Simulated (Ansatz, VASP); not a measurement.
One calculation of Rh, two programs

```
CELL_PARAMETERS angstrom
1.34415 2.32814 0.00000
-1.34415 2.32814 0.00000
0.00000 0.00000 4.24734
ATOMIC_POSITIONS crystal
Rh 0.33333 0.33334 0.25000
Rh 0.66666 0.66667 0.75000
```

Alike in both runs: task single point; functional r2SCAN; k mesh 8 × 8 × 4; no spin polarisation.

|  | VASP | Ansatz |
| --- | --- | --- |
| version | VASP 6.6.1 | Ansatz 0.2.0 |
| potentials or method | VASP PAW PBE potentials, release 64 (Rh_sv_GW), cutoff 580 eV | PAW plane waves |
| occupations | fermi-dirac, width 0.1 eV | fermi-dirac |
| valence electrons in the cell | 34 | 34 |

```tsv
	VASP	Ansatz	Ansatz less VASP
gap on the k mesh at the Fermi level (eV)	none	none	-
pressure (GPa)	9.8	11.4	+1.57
traceless stress, the component that is largest in VASP (GPa)	3.63	3.65	+0.024
```

VASP's potentials were made for PBE, not for r2SCAN. A gap of «none» marks a metal or a gap that the smearing closes. Ansatz's warnings: structure snapped to symmetry.

The k mesh is coarse, so the values compare programs but aren't converged.
